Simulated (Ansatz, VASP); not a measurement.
## Ir in VASP and in Ansatz

File INCAR:

```
SYSTEM = Ir
ALGO = Normal ; EDIFF = 1E-6
ENCUT = 520 ; ISIF = 2
ISMEAR = -1 ; LASPH = .TRUE.
LCHARG = .TRUE. ; LELF = .TRUE.
LREAL = .FALSE. ; LVHAR = .TRUE.
LWAVE = .FALSE. ; NBANDS = 16
NELM = 80 ; PREC = Accurate
SIGMA = 0.1
```

The input KPOINTS:

```
k-points
0
G
  13 13 13
  0 0 0
```

File POSCAR:

```
Ir
1.0
    0.0000000000      2.5206751641      2.5206751641
    2.5206751641      0.0000000000      2.5206751641
    2.5206751641      2.5206751641      0.0000000000
Ir
2
Direct
   -0.1250000000     -0.1250000000     -0.1250000000
    0.1250000000      0.1250000000      0.1250000000
```

Input for Ansatz:

```yaml
crystal:
  lattice:
    - [0.0, 2.5206751641, 2.5206751641]
    - [2.5206751641, 0.0, 2.5206751641]
    - [2.5206751641, 2.5206751641, 0.0]
  atoms:
    - { symbol: Ir, position: [-0.125, -0.125, -0.125] }
    - { symbol: Ir, position: [0.125, 0.125, 0.125] }
kpoints:
  mp_grid: { grid: [13, 13, 13] }
  band_path:
    path:
      - [0.0, 0.0, 0.0]
      - [0.5, 0.0, 0.5]
      - [0.625, 0.25, 0.625]
      - [0.375, 0.375, 0.75]
      - [0.0, 0.0, 0.0]
      - [0.5, 0.5, 0.5]
      - [0.5, 0.25, 0.75]
      - [0.5, 0.0, 0.5]
    npoints: 8
scf:
  occupations: { method: fermi_dirac, width: 0.1 }
hamiltonian:
  xc: lda
  pseudopotentials: { kind: all_electron, lapw: { basis_error: 0.001 } }
output:
  forces: true
  stress: true
  eigenvalues: true
  populations: true
  dos: { projected: true, de: 0.2, e_range: [-14, 8] }
```

Change from the starting cell: volume scaled by 0.78, LAPW.

Alike in both runs: task single point; functional LDA; k mesh 13 × 13 × 13; occupations fermi-dirac, width 0.1 eV; no spin polarisation.

```csv
,VASP,Ansatz
version,VASP 6.6.1,Ansatz 0.2.0
potentials or method,"VASP PAW LDA potentials, release 64 (Ir), cutoff 520 eV","all-electron LAPW, scalar-relativistic"
```

Ansatz gave:

* pressure (GPa): 97.5

Which values does VASP return?

Pressure (GPa): 92.9.

LDA's correlation is that of Perdew and Zunger in VASP and of Perdew and Wang (1992) in Ansatz. Both programs put the cell under a high pressure, so it lies far from rest at this level. Ansatz ran all-electron here, and VASP with PAW potentials.

Neither program's run includes spin-orbit coupling. Noted on VASP's run: the cell as given lies far from equilibrium.
